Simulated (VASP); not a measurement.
A run of VASP 6.6.1 is set up as follows.

INCAR

```
SYSTEM = SnH
PREC     = Accurate       ! precision mode
ENCUT    = 520            ! plane-wave cutoff, eV
EDIFF    = 1E-7           ! SCF threshold, eV
ISMEAR   = 0              ! smearing method
SIGMA    = 0.2            ! smearing width, eV
LREAL    = .False.        ! projectors in reciprocal space
LASPH    = .True.         ! aspherical terms in the spheres
NELM     = 60             ! most SCF steps
ALGO     = Normal         ! electronic algorithm
ISIF     = 2              ! what is computed and relaxed
LWAVE    = .False.        ! write WAVECAR
LCHARG   = .False.        ! write CHGCAR
GGA      = PE             ! functional
NBANDS   = 40             ! bands
```

The input KPOINTS:

```
Automatic mesh
0
Gamma
  6 4 4
  0 0 0
```

Contents of POSCAR:

```
SnH
1.0
    3.2018291017      0.0151593828     -0.0043530672
   -0.0421012316     -5.2419251858      0.0053015679
   -0.0250109826     -0.0296068508     -8.8928445868
Sn H
4 4
Direct
   -0.0004407005      0.0001069782      0.3324833675
    0.0005407055      0.4997835922      0.8331646673
    1.0031125977      0.5004859818      0.1668159099
    0.9983283834      1.0002272489      0.6674866830
    0.5063810742      0.0016653970      0.0423530950
    0.5066722139      0.5697402133      0.5124604592
    0.4918674505      0.4304623928      0.4884268115
    0.4935382754      0.9975281958      0.9568090067
```

Potentials or basis: VASP PAW PBE potentials, release 64 (Sn_d, H).

Launch:

```sh
$ cat potpaw_PBE.64/Sn_d/POTCAR potpaw_PBE.64/H/POTCAR > POTCAR
$ mpirun -np 1 vasp_std > vasp.out
```

(1) Predict the pressure.

(2) Predict the largest force.

(3) What does it give for the band gap on the k mesh?

## Answers

(1) -0.1 GPa.

(2) 0.016 eV/Å.

(3) zero (bands 30 and 31 overlap by 2.47 eV).

Caveat: spin-orbit coupling is left out, which moves the levels of the heavy elements.
